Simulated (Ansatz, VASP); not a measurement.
# Two plane-wave programs on Ti2W

```xyz
6
Lattice="3.7453 0.0000 0.0000 0.0000 3.7453 0.0000 0.0000 0.0000 7.4586" Properties=species:S:1:pos:R:3 pbc="T T T"
Ti    0.0000    0.0000    0.0000
Ti    1.8726    1.8726    0.0000
Ti    0.0000    1.8726    2.7149
Ti    1.8726    0.0000    4.7438
W     0.0000    1.8726    5.4962
W     1.8726    0.0000    1.9624
```

Alike in both runs: functional PBE; k mesh 10 × 10 × 6; occupations gaussian, width 0.1 eV; no spin polarisation.

Ansatz relaxed the structure, and its values are those at the end. VASP's run is a single point on that final structure, the one shown.

|  | VASP | Ansatz |
| --- | --- | --- |
| version | VASP 6.6.1 | Ansatz 0.2.0 |
| potentials or method | VASP PAW PBE potentials, release 64 (Ti_sv, W_sv), cutoff 520 eV | scalar-relativistic, plane waves, PAW |
| valence electrons in the cell | 76 | 76 |

|  | VASP | Ansatz | Ansatz less VASP |
| --- | --- | --- | --- |
| gap on the k mesh at the Fermi level (eV) | none | none | - |
| pressure (GPa) | 0.0 | 0.0 | +0.05 |

A gap of «none» marks a metal or a gap that the smearing closes. With one functional, cell and mesh, what is left measures potentials, basis and numerics.

Neither program's run includes spin-orbit coupling.
